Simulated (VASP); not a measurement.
# WS2 in VASP: single point with PBEsol

Aim: the single point of WS2 with PBEsol.

Everything below comes from runs of VASP 6.6.1. Logs are shortened: lines on timing, memory, paths and dates and some standing lists are left out, and cuts for length are marked.

**1. The cell of the first run**

The cell holds a slab with vacuum, 6 atoms: a = 3.146 Å, b = 3.146 Å, c = 33.907 Å, α = 90.00°, β = 90.00°, γ = 120.00°.

**2. Single point, PBEsol**

INCAR

```
SYSTEM = WS2
ALGO     = Normal         ! electronic algorithm
EDIFF    = 1E-6           ! SCF threshold, eV
ENCUT    = 520            ! plane-wave cutoff, eV
GGA      = PS             ! functional
ISIF     = 2              ! what is computed and relaxed
ISMEAR   = 0              ! smearing method
LASPH    = .TRUE.         ! aspherical terms in the spheres
LCHARG   = .FALSE.        ! write CHGCAR
LREAL    = .FALSE.        ! projectors in reciprocal space
LWAVE    = .FALSE.        ! write WAVECAR
NBANDS   = 35             ! bands
NELM     = 60             ! most SCF steps
PREC     = Accurate       ! precision mode
SIGMA    = 0.05           ! smearing width, eV
```

KPOINTS

```
k-points
0
G
  12 12 1
  0 0 0
```

POSCAR

```
WS2
1.0
    3.1457762207      0.0000000000      0.0000000000
   -1.5728881103      2.7243221217      0.0000000000
    0.0000000000      0.0000000000     33.9068420743
W S
2 4
Direct
    0.2538005387      0.6775524745      0.0141983663
    0.4128661280      0.6557808588      0.4858016337
    0.5430301311      0.4114531097      0.4527702819
    0.7903032022      0.2552135570      0.9548058667
    0.7081166825      0.3175035388      0.0431768927
    0.6252166509      0.3491631279      0.5492469587
```

Potentials or basis: VASP PAW PBE potentials, release 64 (W_sv, S).

Command:

```
cat potpaw_PBE.64/W_sv/POTCAR potpaw_PBE.64/S/POTCAR > POTCAR
mpirun -np 1 vasp_std > vasp.out
```

OUTCAR:

```text
SYSTEM = WS2
   EDIFF = 1E-6
   ENCUT = 520
   GGA = PS
   ISIF = 2
   ISMEAR = 0
   LASPH = .TRUE.
   LREAL = .FALSE.
   NELM = 60
   PREC = Accurate

 ion  position               nearest neighbor table
   1  0.254  0.678  0.014-   5 1.80   5 2.05   5 2.43   4 2.45   4 2.67
   2  0.413  0.656  0.486-   3 1.53   3 2.47   6 2.58   3 2.69   6 2.89   6 3.05
   3  0.543  0.411  0.453-   2 1.53   2 2.47   2 2.69
   4  0.790  0.255  0.955-   1 2.45   1 2.67
   5  0.708  0.318  0.043-   1 1.80   1 2.05   1 2.43
   6  0.625  0.349  0.549-   2 2.58   2 2.89   2 3.05

 -----------------------------------------------------------------------------
|                                                                             |
|           W    W    AA    RRRRR   N    N  II  N    N   GGGG   !!!           |
|           W    W   A  A   R    R  NN   N  II  NN   N  G    G  !!!           |
|           W    W  A    A  R    R  N N  N  II  N N  N  G       !!!           |
|           W WW W  AAAAAA  RRRRR   N  N N  II  N  N N  G  GGG   !            |
|           WW  WW  A    A  R   R   N   NN  II  N   NN  G    G                |
|           W    W  A    A  R    R  N    N  II  N    N   GGGG   !!!           |
|                                                                             |
|     The distance between some ions is very small. Please check the          |
|     nearest-neighbor list in the OUTCAR file.                               |
|     I HOPE YOU KNOW WHAT YOU ARE DOING!                                     |
|                                                                             |
 -----------------------------------------------------------------------------

  LATTYP: Found a hexagonal cell.
 ALAT       =     3.1457762207
 C/A-ratio  =    10.7785295887

  Lattice vectors:

 A1 = (   3.1457762207,   0.0000000000,   0.0000000000)
 A2 = (  -1.5728881103,   2.7243221217,   0.0000000000)
 A3 = (   0.0000000000,   0.0000000000,  33.9068420743)

Analysis of symmetry for initial positions (statically):
=====================================================================
 Subroutine PRICEL returns:
 Original cell was already a primitive cell.

 Routine SETGRP: Setting up the symmetry group for a
 hexagonal supercell.

 Subroutine GETGRP returns: Found  1 space group operations
 (whereof  1 operations were pure point group operations)
 out of a pool of 24 trial point group operations.

The static configuration has the point symmetry C_1 .

Analysis of symmetry for dynamics (positions and initial velocities):
[... 126 lines left out ...]
   ISYM   =      2    0-nonsym 1-usesym 2-fastsym
   POTIM  = 0.5000    time-step for ionic-motion
   TEBEG  =    0.0;   TEEND  =   0.0 temperature during run
   PSTRESS=    0.0 pullay stress
   NELECT =      52.0000    total number of electrons
   NUPDOWN=      -1.0000    fix difference up-down
   EMIN   =  10.00;   EMAX   =-10.00  energy-range for DOS
   EFERMI =   0.00;   METHOD = LEGACY
   ISMEAR =     0;   SIGMA  =   0.05  broadening in eV -4-tet -1-fermi 0-gaus
   EFERMI_NEDOS =   21; number of points for ismear=-14 and -15
   IALGO  =     38    algorithm
   IMIX   =      4    mixing-type and parameters
     AMIX     =   0.40;   BMIX     =  1.00
     AMIX_MAG =   1.60;   BMIX_MAG =  1.00
  volume/ion in A,a.u.               =      48.43       326.83
  Fermi-wavevector in a.u.,A,eV,Ry     =   0.922539  1.743346 11.579622  0.851078
  Thomas-Fermi vector in A             =   2.048077
   LORBIT       =      0    0 simple, 1 ext, 2 COOP (PROOUT), +10 PAW based schemes
   GGA     = PS    functional components
   LHFCALC =     F    Hartree Fock is set to
   AEXX    =    0.0000 exact exchange contribution
   IVDW    =     0    specifies the selected vdW correction
   LEPSILON=     F    determine dielectric tensor
   LRPA    =     F    only Hartree local field effects (RPA)
 non-spin polarized calculation
 Gauss-broadening in eV      SIGMA  =   0.05
  energy-cutoff  :      520.00
  volume of cell :      290.59
 maximum number of plane-waves:      7858
   NGX = 11   NGY = 11   NGZ =127

 number of electron      51.9999999 magnetization

 Free energy of the ion-electron system (eV)
  ---------------------------------------------------
  ext. energy  EPLUGINS =         0.00000000
  ---------------------------------------------------
  free energy    TOTEN  =       -25.58525023 eV

  energy without entropy =      -25.57788798  energy(sigma->0) =      -25.58156910

 E-fermi :  -0.2161     XC(G=0):  -4.5744

 val. band max:       -0.2229307097   @ k =   0.4167   0.0833   0.0000
 cond. band min:      -0.2157236059   @ k =  -0.4167   0.4167   0.0000
 fundamental gap:      0.0072071038
 Fermi energy:        -0.2161391902

 k-point     1 :       0.0000    0.0000    0.0000
  band No.  band energies     occupation
      1     -74.4737      2.00000
      2     -74.3155      2.00000
      3     -41.1393      2.00000
      4     -39.4077      2.00000
      5     -38.8044      2.00000
      6     -38.3809      2.00000
[... 901 lines left out ...]
     34       4.2308      0.00000
     35       4.6542      0.00000

 [... further k-points ...]

------------------------ aborting loop because EDIFF is reached ----------------------------------------

  FORCE on cell =-STRESS in cart. coord.  units (eV):
  Direction    XX          YY          ZZ          XY          YZ          ZX
  --------------------------------------------------------------------------------------
  -------------------------------------------------------------------------------------
  Total       43.2511827     39.9208219     62.7682613     -7.2443651     26.6281418    -49.7452362
  in kB      238.4706550    220.1083057    346.0804409    -39.9426876    146.8174974   -274.2764085
  external PRESSURE =     268.2198005 kB  Pullay stress =       0.0000000 kB

 VOLUME and BASIS-vectors are now :
 -----------------------------------------------------------------------------
  energy-cutoff  :      520.00
  volume of cell :      290.59
      direct lattice vectors                 reciprocal lattice vectors
     3.145776221  0.000000000  0.000000000     0.317886566  0.183531894  0.000000000
    -1.572888110  2.724322122  0.000000000     0.000000000  0.367063789  0.000000000
     0.000000000  0.000000000 33.906842074     0.000000000  0.000000000  0.029492573

 POSITION                                       TOTAL-FORCE (eV/Angst)
 -----------------------------------------------------------------------------------
     -0.26731      1.84587      0.48142        12.363778      4.831674    -15.758357
      0.26731      1.78656     16.47200       -33.536423     27.221730     50.463031
      1.06108      1.12093     15.35201        33.545862    -27.728428    -48.161812
      2.08469      0.69528     32.37445         0.002550      0.256898      0.547866
      1.72818      0.86498      1.46399       -12.366408     -5.088336     15.210553
      1.41760      0.95123     18.62323        -0.009359      0.506463     -2.301281
 -----------------------------------------------------------------------------------
    total drift:                                0.000048     -0.000020      0.000154

  FREE ENERGIE OF THE ION-ELECTRON SYSTEM (eV)
  ---------------------------------------------------
  free  energy   TOTEN  =       -25.5852502282 eV

  energy  without entropy=      -25.5778879773  energy(sigma->0) =      -25.58156910
```

OSZICAR:

```text
N       E                     dE             d eps       ncg     rms          rms(c)
DAV:   1     0.511989534209E+03    0.51199E+03   -0.26950E+04  6196   0.125E+03
DAV:   2     0.133101710953E+02   -0.49868E+03   -0.48525E+03  6780   0.315E+02
DAV:   3    -0.275222746130E+02   -0.40832E+02   -0.40130E+02  6325   0.889E+01
[... 49 lines left out ...]
DAV:  53    -0.255852336383E+02   -0.45540E-05   -0.12245E-07  3742   0.188E-03    0.685E-03
DAV:  54    -0.255852420232E+02   -0.83849E-05   -0.37120E-07  4041   0.224E-03    0.420E-03
DAV:  55    -0.255852481163E+02   -0.60931E-05   -0.47218E-07  4185   0.217E-03    0.127E-03
DAV:  56    -0.255852493222E+02   -0.12059E-05   -0.79863E-08  3731   0.115E-03    0.685E-04
DAV:  57    -0.255852502282E+02   -0.90604E-06   -0.38591E-08  3744   0.621E-04
   1 F= -.25585250E+02 E0= -.25581569E+02  d E =-.736225E-02
```

stdout:

```text
POSCAR found type information on POSCAR W S
 POSCAR found :  2 types and       6 ions
 scaLAPACK will be used
 -----------------------------------------------------------------------------
|                                                                             |
|                                                                             |
[... 17 lines left out ...]
|     I HOPE YOU KNOW WHAT YOU ARE DOING!                                     |
|                                                                             |
 -----------------------------------------------------------------------------

 POSCAR, INCAR and KPOINTS ok, starting setup
 FFT: planning ... GRIDC
 FFT: planning ... GRID_SOFT
 FFT: planning ... GRID
 WAVECAR not read
 entering main loop
```

Run time: 25 min. Hardware: 1 thread of Intel Xeon 6975P-C (Granite Rapids), shared host; peak memory 0.79 GiB.

What came out:

- Free energy: -25.5853 eV
- Largest force: 66.425 eV/Å
- Band gap on the k mesh: zero (bands 26 and 27 overlap by 0.88 eV)

Forces in eV/Å, atoms in the order of the input:
```
W    12.364   4.832 -15.758
W   -33.536  27.222  50.463
S    33.546 -27.728 -48.162
S     0.003   0.257   0.548
S   -12.366  -5.088  15.211
S    -0.009   0.506  -2.301
```

Caveat: atoms lie so close that the PAW spheres overlap strongly, which falsifies energies and pressures; the PAW data sets were made with another functional, which shifts forces and pressure a little; spin-orbit coupling is left out, which moves the levels of the heavy elements.
